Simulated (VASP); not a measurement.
# Zn3SeS2 (P3m1) in VASP: a series of runs

Zn3SeS2 is run at these levels: PBE; tasks: single point, relaxation of shape and atoms at fixed volume, relaxation of cell and atoms.

Program: VASP 6.6.1. These are calculated values, not measurements. Logs are shortened: lines on timing, memory, paths and dates and some standing lists are left out, and cuts for length are marked.

## 1. The cell of the first run

The structure is trigonal, space group P3m1 (No. 156). Conventional cell: a = 3.752 Å, b = 3.752 Å, c = 9.208 Å, α = 90.00°, β = 90.00°, γ = 120.00°. Within 3.0 Å of Zn (site symmetry 3m) lie 3 S at 2.28 Å and 1 Se at 2.37 Å. Zn (site symmetry 3m) has 4 S at 2.27 to 2.28 Å within 3.0 Å. Zn (site symmetry 3m) has 1 S at 2.25 Å and 3 Se at 2.35 Å within 3.0 Å. Within 3.1 Å of Se (site symmetry 3m) lie 4 Zn at 2.35 to 2.37 Å. S (site symmetry 3m) has 4 Zn at 2.27 to 2.28 Å within 3.0 Å. S (site symmetry 3m) has 4 Zn at 2.25 to 2.28 Å within 3.0 Å.

## 2. Single point, PBE (18.71 Å³/atom)

Contents of INCAR:

```
  PREC = Accurate
  ENCUT = 520
  EDIFF = 1E-6
  ISMEAR = 0
  SIGMA = 0.02
  LREAL = F
  LASPH = T
  NELM = 100
  ALGO = Normal
  ISIF = 2
  LWAVE = F
  LCHARG = T
  GGA = PE
  LELF = T
  LVHAR = T
  NBANDS = 36
```

Contents of KPOINTS:

```
regular mesh
0
Gamma
  12 12 4
```

Contents of POSCAR:

```
Zn3SeS2
1.0
    3.7520794937     -0.0000000277      0.0000000000
   -1.8760397229      3.2493961724      0.0000000000
    0.0000000000      0.0000000000      9.2079274976
Zn Se S
3 1 2
Direct
    0.0000000000      0.0000000000      0.0105951244
    0.6666666667      0.3333333333      0.3336258020
    0.3333333333      0.6666666667      0.6552325530
    0.0000000000      0.0000000000      0.7529294120
    0.6666666667      0.3333333333      0.0871166209
    0.3333333333      0.6666666667      0.4104994877
```

Potentials or basis: VASP PAW PBE potentials, release 64 (Zn, Se, S).

Launch:

```
$ cat potpaw_PBE.64/Zn/POTCAR potpaw_PBE.64/Se/POTCAR potpaw_PBE.64/S/POTCAR > POTCAR
$ mpirun -np 1 vasp_std > vasp.out
```

OUTCAR:

```text
PREC = Accurate
   ENCUT = 520
   EDIFF = 1E-6
   ISMEAR = 0
   LREAL = F
   LASPH = T
   NELM = 100
   ISIF = 2
   GGA = PE

 ion  position               nearest neighbor table
   1  0.000  0.000  0.011-   5 2.28   5 2.28   5 2.28   4 2.37
   2  0.667  0.333  0.334-   5 2.27   6 2.28   6 2.28   6 2.28
   3  0.333  0.667  0.655-   6 2.25   4 2.35   4 2.35   4 2.35
   4  0.000  0.000  0.753-   3 2.35   3 2.35   3 2.35   1 2.37
   5  0.667  0.333  0.087-   2 2.27   1 2.28   1 2.28   1 2.28
   6  0.333  0.667  0.410-   3 2.25   2 2.28   2 2.28   2 2.28

  LATTYP: Found a hexagonal cell.
 ALAT       =     3.7520794937
 C/A-ratio  =     2.4540864641

  Lattice vectors:

 A1 = (   3.7520794937,  -0.0000000277,   0.0000000000)
 A2 = (  -1.8760397229,   3.2493961724,   0.0000000000)
 A3 = (   0.0000000000,   0.0000000000,   9.2079274976)

Analysis of symmetry for initial positions (statically):
=====================================================================
 Subroutine PRICEL returns:
 Original cell was already a primitive cell.

 Routine SETGRP: Setting up the symmetry group for a
 hexagonal supercell.

 Subroutine GETGRP returns: Found  6 space group operations
 (whereof  6 operations were pure point group operations)
 out of a pool of 24 trial point group operations.

The static configuration has the point symmetry C_3v.

Analysis of symmetry for dynamics (positions and initial velocities):
=====================================================================
 Subroutine PRICEL returns:
 Original cell was already a primitive cell.

 Routine SETGRP: Setting up the symmetry group for a
 hexagonal supercell.

 Subroutine GETGRP returns: Found  6 space group operations
 (whereof  6 operations were pure point group operations)
 out of a pool of 24 trial point group operations.

The dynamic configuration has the point symmetry C_3v.

 Subroutine INISYM returns: Found  6 space group operations
 (whereof  6 operations are pure point group operations),
 and found     1 'primitive' translations

----------------------------------------------------------------------------------------

                                     Primitive cell

  volume of cell :     112.2630

[... 95 lines left out ...]
   NELM   =    100;   NELMIN=  2; NELMDL= -5     # of ELM steps
   EDIFF  = 0.1E-05   stopping-criterion for ELM
   LREAL  =      F    real-space projection
   EDIFFG = 0.1E-04   stopping-criterion for IOM
   NSW    =      0    number of steps for IOM
   IBRION =     -1    ionic relax: 0-MD 1-quasi-New 2-CG
   NFREE  =      0    steps in history (QN), initial steepest desc. (CG)
   ISIF   =      2    stress and relaxation
   ISYM   =      2    0-nonsym 1-usesym 2-fastsym
   POTIM  = 0.5000    time-step for ionic-motion
   TEBEG  =    0.0;   TEEND  =   0.0 temperature during run
   PSTRESS=    0.0 pullay stress
   NELECT =      54.0000    total number of electrons
   NUPDOWN=      -1.0000    fix difference up-down
   EMIN   =  10.00;   EMAX   =-10.00  energy-range for DOS
   EFERMI =   0.00;   METHOD = LEGACY
   ISMEAR =     0;   SIGMA  =   0.02  broadening in eV -4-tet -1-fermi 0-gaus
   EFERMI_NEDOS =   21; number of points for ismear=-14 and -15
   IALGO  =     38    algorithm
   IMIX   =      4    mixing-type and parameters
     AMIX     =   0.40;   BMIX     =  1.00
     AMIX_MAG =   1.60;   BMIX_MAG =  1.00
  volume/ion in A,a.u.               =      18.71       126.26
  Fermi-wavevector in a.u.,A,eV,Ry     =   1.282706  2.423963 22.386147  1.645335
  Thomas-Fermi vector in A             =   2.415002
   LORBIT       =      0    0 simple, 1 ext, 2 COOP (PROOUT), +10 PAW based schemes
   GGA     = PE    functional components
   LHFCALC =     F    Hartree Fock is set to
   AEXX    =    0.0000 exact exchange contribution
   IVDW    =     0    specifies the selected vdW correction
   LEPSILON=     F    determine dielectric tensor
   LRPA    =     F    only Hartree local field effects (RPA)
 non-spin polarized calculation
 Gauss-broadening in eV      SIGMA  =   0.02
  energy-cutoff  :      520.00
  volume of cell :      112.26
 maximum number of plane-waves:      3062
   NGX = 13   NGY = 13   NGZ = 35

 number of electron      54.0000007 magnetization

 Free energy of the ion-electron system (eV)
  ---------------------------------------------------
  ext. energy  EPLUGINS =         0.00000000
  ---------------------------------------------------
  free energy    TOTEN  =       -19.18124652 eV

  energy without entropy =      -19.18124652  energy(sigma->0) =      -19.18124652

 E-fermi :   3.2829     XC(G=0): -10.0086

 val. band max:        3.1881904771   @ k =   0.0000   0.0000   0.0000
 cond. band min:       5.1197767673   @ k =   0.0000   0.0000   0.0000
 fundamental gap:      1.9315862902
 Fermi energy:         3.2828621042

 k-point     1 :       0.0000    0.0000    0.0000
  band No.  band energies     occupation
      1     -11.0239      2.00000
      2     -10.2878      2.00000
      3     -10.2095      2.00000
      4      -4.0217      2.00000
      5      -4.0217      2.00000
      6      -3.9905      2.00000
[... 925 lines left out ...]
     35       9.8675      0.00000
     36      10.1015      0.00000

 [... further k-points ...]

------------------------ aborting loop because EDIFF is reached ----------------------------------------

  FORCE on cell =-STRESS in cart. coord.  units (eV):
  Direction    XX          YY          ZZ          XY          YZ          ZX
  --------------------------------------------------------------------------------------
  -------------------------------------------------------------------------------------
  Total        7.8806977      7.8806977      7.8786236     -0.0000000     -0.0000000      0.0000000
  in kB      112.4705108    112.4705108    112.4409091     -0.0000000     -0.0000000      0.0000000
  external PRESSURE =     112.4606436 kB  Pullay stress =       0.0000000 kB

 VOLUME and BASIS-vectors are now :
 -----------------------------------------------------------------------------
  energy-cutoff  :      520.00
  volume of cell :      112.26
      direct lattice vectors                 reciprocal lattice vectors
     3.752079494 -0.000000028  0.000000000     0.266518875  0.153874741  0.000000000
    -1.876039723  3.249396172  0.000000000     0.000000002  0.307749487  0.000000000
     0.000000000  0.000000000  9.207927498     0.000000000  0.000000000  0.108602071

 POSITION                                       TOTAL-FORCE (eV/Angst)
 -----------------------------------------------------------------------------------
      0.00000      0.00000      0.09756         0.000000     -0.000000      0.007745
      1.87604      1.08313      3.07200         0.000000     -0.000000      0.002015
      0.00000      2.16626      6.03333        -0.000000      0.000000     -0.007644
      0.00000      0.00000      6.93292        -0.000000      0.000000      0.004104
      1.87604      1.08313      0.80216         0.000000     -0.000000     -0.001166
      0.00000      2.16626      3.77985         0.000000      0.000000     -0.005054
 -----------------------------------------------------------------------------------
    total drift:                               -0.000001      0.000004      0.000998

  FREE ENERGIE OF THE ION-ELECTRON SYSTEM (eV)
  ---------------------------------------------------
  free  energy   TOTEN  =       -19.1812465207 eV

  energy  without entropy=      -19.1812465207  energy(sigma->0) =      -19.18124652
```

OSZICAR:

```text
N       E                     dE             d eps       ncg     rms          rms(c)
DAV:   1     0.421421490555E+03    0.42142E+03   -0.25455E+04  4968   0.185E+03
DAV:   2     0.297164046661E+02   -0.39171E+03   -0.37643E+03  4984   0.409E+02
DAV:   3    -0.186218605314E+02   -0.48338E+02   -0.47673E+02  5584   0.138E+02
DAV:   4    -0.203394968144E+02   -0.17176E+01   -0.17119E+01  6024   0.258E+01
DAV:   5    -0.203620854577E+02   -0.22589E-01   -0.22574E-01  5996   0.297E+00    0.131E+01
DAV:   6    -0.191890690622E+02    0.11730E+01   -0.24819E+00  7136   0.401E+01    0.977E+00
DAV:   7    -0.192180423938E+02   -0.28973E-01   -0.27749E+00  5468   0.796E+00    0.349E+00
DAV:   8    -0.191850543920E+02    0.32988E-01   -0.93923E-02  6888   0.401E+00    0.128E+00
DAV:   9    -0.191809811523E+02    0.40732E-02   -0.58113E-02  5952   0.157E+00    0.439E-01
DAV:  10    -0.191809899138E+02   -0.87615E-05   -0.17933E-03  5920   0.483E-01    0.269E-01
DAV:  11    -0.191811252266E+02   -0.13531E-03   -0.46552E-04  6764   0.274E-01    0.897E-02
DAV:  12    -0.191812414053E+02   -0.11618E-03   -0.20052E-04  5476   0.212E-01    0.527E-02
DAV:  13    -0.191812448946E+02   -0.34893E-05   -0.33269E-05  6160   0.603E-02    0.398E-02
DAV:  14    -0.191812459880E+02   -0.10934E-05   -0.21880E-05  6480   0.747E-02    0.924E-03
DAV:  15    -0.191812465207E+02   -0.53275E-06   -0.66322E-06  5648   0.368E-02
   1 F= -.19181247E+02 E0= -.19181247E+02  d E =-.727458E-14
```

Wall time 2.5 min (1 thread of AMD EPYC 9R45 (Zen 5), shared host); peak memory 0.36 GiB.

What came out:

| Item | Value |
| --- | --- |
| Free energy | -19.1812 eV |
| Pressure | 11.2 GPa |
| Largest force | 0.008 eV/Å |
| Band gap on the k mesh | 1.93 eV |

Forces in eV/Å, atoms in the order of the input:
```
Zn   0.000  0.000  0.008
Zn   0.000  0.000  0.002
Zn   0.000  0.000 -0.008
Se   0.000  0.000  0.004
S    0.000  0.000 -0.001
S    0.000  0.000 -0.005
```

Levels at points of the mesh, in eV from the valence-band top:
| k point | band 24 | band 25 | band 26 | band 27 | band 28 | band 29 | band 30 | band 31 |
| --- | --- | --- | --- | --- | --- | --- | --- | --- |
| (0.00, 0.00, 0.00) | -1.01 | -0.33 | 0.00 | 0.00 | 1.93 | 2.88 | 3.44 | 5.80 |
| (0.50, 0.00, 0.00) | -2.51 | -2.28 | -2.02 | -1.37 | 2.69 | 3.49 | 3.87 | 4.10 |
| (0.00, 0.00, 0.50) | -0.88 | -0.88 | -0.08 | -0.08 | 2.77 | 2.92 | 3.47 | 5.76 |
| (0.50, 0.00, 0.50) | -2.81 | -2.37 | -1.31 | -1.16 | 2.93 | 3.20 | 3.55 | 4.60 |

Caveat: the cell stands under pressure. A k mesh can miss the band edges.

## 3. Single point, PBE (19.35 Å³/atom)

This run uses another cell than the first one, of 19.35 Å³/atom.

Contents of INCAR:

```
ALGO = Normal
EDIFF = 1E-6
ENCUT = 520
GGA = PE
ISIF = 2
ISMEAR = 0
LASPH = T
LCHARG = F
LREAL = F
LWAVE = F
NBANDS = 36
NELM = 100
PREC = Accurate
SIGMA = 0.02
```

Contents of KPOINTS:

```
k-points
0
Gamma
  12 12 4
```

Contents of POSCAR:

```
Zn3SeS2
1.0
    3.7945300141     -0.0000000280      0.0000000000
   -1.8972649828      3.2861594016      0.0000000000
    0.0000000000      0.0000000000      9.3099787241
Zn Se S
3 1 2
Direct
    0.0000000000      0.0000000000      0.0103118404
    0.6666666667      0.3333333333      0.3335575204
    0.3333333333      0.6666666667      0.6555823122
    0.0000000000      0.0000000000      0.7525467530
    0.6666666667      0.3333333333      0.0871956848
    0.3333333333      0.6666666667      0.4108048892
```

Potentials or basis: VASP PAW PBE potentials, release 64 (Zn, Se, S).

Launch:

```
$ cat potpaw_PBE.64/Zn/POTCAR potpaw_PBE.64/Se/POTCAR potpaw_PBE.64/S/POTCAR > POTCAR
$ mpirun -np 1 vasp_std > vasp.out
```

Run time: 2.5 min. Hardware: 1 thread of AMD EPYC 9R45 (Zen 5), shared host; peak memory 0.35 GiB.

The run converged. Its results:

```yaml
Free_energy: -19.4073 eV
Pressure: 7.8 GPa
Largest_force: 0.006 eV/Å
Band_gap_on_the_k_mesh: 1.80 eV
```

Forces in eV/Å, atoms in the order of the input:
```
Zn   0.000  0.000  0.006
Zn   0.000  0.000  0.003
Zn   0.000  0.000 -0.006
Se   0.000  0.000  0.003
S    0.000  0.000 -0.002
S    0.000  0.000 -0.005
```

Levels at points of the mesh, in eV from the valence-band top:
```tsv
k point	band 23	band 24	band 25	band 26	band 27	band 28	band 29	band 30	band 31	band 32
(0.00, 0.00, 0.00)	-0.97	-0.97	-0.32	0.00	0.00	1.80	2.83	3.36	5.84	5.84
(0.50, 0.00, 0.00)	-2.78	-2.41	-2.18	-1.92	-1.31	2.79	3.53	3.83	4.05	5.70
(0.00, 0.00, 0.50)	-1.39	-0.84	-0.84	-0.08	-0.08	2.71	2.81	3.34	5.76	6.16
(0.50, 0.00, 0.50)	-3.07	-2.67	-2.26	-1.24	-1.10	2.88	3.28	3.61	4.59	4.82
```

Caveat: the cell stands under pressure. A k mesh can miss the band edges.

## 4. Single point, PBE (19.99 Å³/atom)

This run uses another cell than the first one, of 19.99 Å³/atom.

Contents of INCAR:

```
SYSTEM = Zn3SeS2
  PREC = Accurate
  ENCUT = 520
  EDIFF = 1E-7
  ISMEAR = 0
  SIGMA = 0.02
  LREAL = .False.
  LASPH = .True.
  NELM = 100
  ALGO = Normal
  ISIF = 2
  LWAVE = .False.
  LCHARG = .False.
  GGA = PE
  NBANDS = 36
```

Contents of KPOINTS:

```
Automatic mesh
0
Gamma
  12 12 4
  0 0 0
```

Contents of POSCAR:

```
Zn3SeS2
1.0
    3.8360479631     -0.0000000283      0.0000000000
   -1.9180239571      3.3221150003      0.0000000000
    0.0000000000      0.0000000000      9.4098581632
Zn Se S
3 1 2
Direct
    0.0000000000      0.0000000000      0.0100572112
    0.6666666667      0.3333333333      0.3334942445
    0.3333333333      0.6666666667      0.6558924785
    0.0000000000      0.0000000000      0.7521830558
    0.6666666667      0.3333333333      0.0872784619
    0.3333333333      0.6666666667      0.4110935481
```

Launch:

```
$ cat potpaw_PBE.64/Zn/POTCAR potpaw_PBE.64/Se/POTCAR potpaw_PBE.64/S/POTCAR > POTCAR
$ mpirun -np 1 vasp_std > vasp.out
```

Run time: 3.1 min. Hardware: 1 thread of AMD EPYC 9R45 (Zen 5), shared host; peak memory 0.38 GiB.

It converged, with:

* Free energy: -19.5567 eV
* Pressure: 4.8 GPa
* Largest force: 0.005 eV/Å
* Band gap on the k mesh: 1.67 eV

Forces on the atoms (eV/Å):
```
Zn   0.000  0.000  0.005
Zn   0.000  0.000  0.004
Zn   0.000  0.000 -0.004
Se   0.000  0.000  0.003
S    0.000  0.000 -0.002
S    0.000  0.000 -0.005
```

Levels at points of the mesh, in eV from the valence-band top:
| k point | band 23 | band 24 | band 25 | band 26 | band 27 | band 28 | band 29 | band 30 | band 31 | band 32 |
| --- | --- | --- | --- | --- | --- | --- | --- | --- | --- | --- |
| (0.00, 0.00, 0.00) | -0.93 | -0.93 | -0.30 | 0.00 | 0.00 | 1.67 | 2.79 | 3.27 | 5.88 | 5.88 |
| (0.50, 0.00, 0.00) | -2.65 | -2.31 | -2.08 | -1.82 | -1.24 | 2.88 | 3.55 | 3.78 | 3.99 | 5.72 |
| (0.00, 0.00, 0.50) | -1.33 | -0.81 | -0.81 | -0.07 | -0.07 | 2.65 | 2.71 | 3.22 | 5.75 | 6.20 |
| (0.50, 0.00, 0.50) | -2.93 | -2.54 | -2.15 | -1.19 | -1.05 | 2.83 | 3.34 | 3.66 | 4.58 | 4.80 |

Caveat: the cell stands under pressure.

## 5. Relaxation of shape and atoms at fixed volume, PBE (19.99 Å³/atom)

This run uses another cell than the first one, of 19.99 Å³/atom.

Contents of INCAR:

```
PREC = Accurate
ENCUT = 600
EDIFF = 1E-7
ISMEAR = 0
SIGMA = 0.02
LREAL = False
LASPH = True
NELM = 60
ALGO = Normal
ISIF = 4
LWAVE = False
LCHARG = False
GGA = PE
IBRION = 2
NSW = 50
EDIFFG = -0.01
```

Contents of KPOINTS:

```
regular mesh
0
Gamma
  12 12 4
```

Contents of POSCAR:

```
Zn3SeS2
1.0
    3.8365992866     -0.0000000283      0.0000000000
   -1.9182996188      3.3225924605      0.0000000000
    0.0000000000      0.0000000000      9.4071539438
Zn Se S
3 1 2
Direct
    0.0000000000      0.0000000000      0.0097819986
    0.6666666667      0.3333333333      0.3334022292
    0.3333333333      0.6666666667      0.6562818263
    0.0000000000      0.0000000000      0.7517745839
    0.6666666667      0.3333333333      0.0873827199
    0.3333333333      0.6666666667      0.4113756422
```

Launch:

```
$ cat potpaw_PBE.64/Zn/POTCAR potpaw_PBE.64/Se/POTCAR potpaw_PBE.64/S/POTCAR > POTCAR
$ mpirun -np 1 vasp_std > vasp.out
```

Run time: 15 min. Hardware: 1 thread of Oxide Virtual Turin-like, shared host; peak memory 0.45 GiB.

It converged, with:

| Item | Value |
| --- | --- |
| Free energy | -19.5565 eV |
| Energy gained by relaxing | 0.0 meV/atom |
| Ionic steps | 5 |
| Pressure after relaxing | 4.8 GPa |
| Largest force after relaxing | 0.008 eV/Å |
| Band gap on the k mesh | 1.67 eV |

Forces on the atoms (eV/Å):
```
Zn   0.000  0.000  0.002
Zn   0.000  0.000  0.007
Zn   0.000  0.000  0.007
Se   0.000  0.000 -0.008
S    0.000  0.000 -0.008
S    0.000  0.000  0.000
```

The path:
| step | energy change (eV) | largest force (eV/Å) | pressure (GPa) | volume (Å³) |
| --- | --- | --- | --- | --- |
| 1 | 0.0000 | 0.0463 | 4.80 | 119.92 |
| 2 | -0.0002 | 0.0188 | 4.79 | 119.92 |
| 3 | -0.0002 | 0.0153 | 4.79 | 119.92 |
| 4 | -0.0003 | 0.0109 | 4.79 | 119.92 |
| 5 | -0.0003 | 0.0080 | 4.79 | 119.92 |

Final structure:
```cif
data_structure
_symmetry_space_group_name_H-M 'P 1'
_symmetry_Int_Tables_number 1
_cell_length_a 3.8364
_cell_length_b 3.8364
_cell_length_c 9.4084
_cell_angle_alpha 90.000
_cell_angle_beta 90.000
_cell_angle_gamma 120.000
_cell_volume 119.92
loop_
_atom_site_label
_atom_site_type_symbol
_atom_site_fract_x
_atom_site_fract_y
_atom_site_fract_z
_atom_site_occupancy
Zn1 Zn 0.00000 0.00000 0.01022 1
Zn2 Zn 0.66667 0.33333 0.33345 1
Zn3 Zn 0.33333 0.66667 0.65574 1
Se1 Se 0.00000 0.00000 0.75229 1
S1 S 0.66667 0.33333 0.08734 1
S2 S 0.33333 0.66667 0.41095 1
```

Levels at points of the mesh, in eV from the valence-band top:
```csv
k point,band 25,band 26,band 27,band 28,band 29,band 30
"(0.00, 0.00, 0.00)",-0.31,0.00,0.00,1.67,2.78,3.27
"(0.50, 0.00, 0.00)",-2.09,-1.83,-1.24,2.88,3.55,3.78
"(0.00, 0.00, 0.50)",-0.81,-0.07,-0.07,2.64,2.70,3.22
"(0.50, 0.00, 0.50)",-2.15,-1.19,-1.05,2.83,3.34,3.66
```

A k mesh can miss the band edges.

(Part 1 of 2 ends here.)
